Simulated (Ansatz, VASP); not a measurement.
**One calculation of Li3ZrN2, two programs**

Contents of INCAR:

```
PREC = Accurate
ENCUT = 520
EDIFF = 1E-7
ISMEAR = 0
SIGMA = 0.1
LREAL = F
LASPH = T
NELM = 80
ALGO = Normal
ISIF = 2
LWAVE = F
LCHARG = F
GGA = PE
NBANDS = 24
```

Contents of KPOINTS:

```
regular mesh
0
Gamma
  6 6 2
```

POSCAR

```
Li3ZrN2
1.0
    3.2425995600      0.0000000000      0.0000000000
   -1.6212997800      2.8081736000      0.0000000000
    0.0000000000      0.0000000000      7.8860903000
Li Zr N
3 1 2
Direct
    0.6666666700      0.3333333300      0.8848819900
    0.6666666700      0.3333333300      0.1151180100
    0.6666666700      0.3333333300      0.5000000000
    0.3333333300      0.6666666700      0.0000000000
    0.3333333300      0.6666666700      0.3285497400
    0.3333333300      0.6666666700      0.6714502600
```

Input for Ansatz:

```yaml
crystal:
  lattice:
    - [3.24259956, 0.0, 0.0]
    - [-1.62129978, 2.8081736, 0.0]
    - [0.0, 0.0, 7.8860903]
  atoms:
    - { symbol: Li, position: [0.66666667, 0.33333333, 0.88488199] }
    - { symbol: Li, position: [0.66666667, 0.33333333, 0.11511801] }
    - { symbol: Li, position: [0.66666667, 0.33333333, 0.5] }
    - { symbol: Zr, position: [0.33333333, 0.66666667, 0.0] }
    - { symbol: "N", position: [0.33333333, 0.66666667, 0.32854974] }
    - { symbol: "N", position: [0.33333333, 0.66666667, 0.67145026] }
basis:
  ecutwfc: 420
kpoints:
  mp_grid: { grid: [6, 6, 2] }
hamiltonian:
  xc: pbe
scf:
  occupations: { method: gaussian, width: 0.1 }
  lower_state_search: "off"
output:
  forces: true
  stress: true
  eigenvalues: true
```

Alike in both runs: task single point; functional PBE; k mesh 6 × 6 × 2; occupations gaussian, width 0.1 eV; no spin polarisation.

```csv
,VASP,Ansatz
version,VASP 6.6.1,Ansatz 0.2.0
potentials or method,"VASP PAW PBE potentials, release 64 (Li_sv, Zr_sv, N), cutoff 520 eV","scalar-relativistic, plane waves, PAW"
valence electrons in the cell,31,31
```

VASP gave:

```
gap on the k mesh at the Fermi level (eV) : none
rms of the force components (eV/Å)        : 2.896
```

Q: What did Ansatz give for the same quantities?

A: gap on the k mesh at the Fermi level (eV): none; rms of the force components (eV/Å): 2.899.

Atom by atom the forces differ by 0.006 eV/Å (rms over components). A gap of «none» marks a metal or a gap that the smearing closes.

The k mesh is coarse, so the values compare programs but aren't converged. Noted on VASP's run: the cutoff is short for stress, so the pressure is rough.
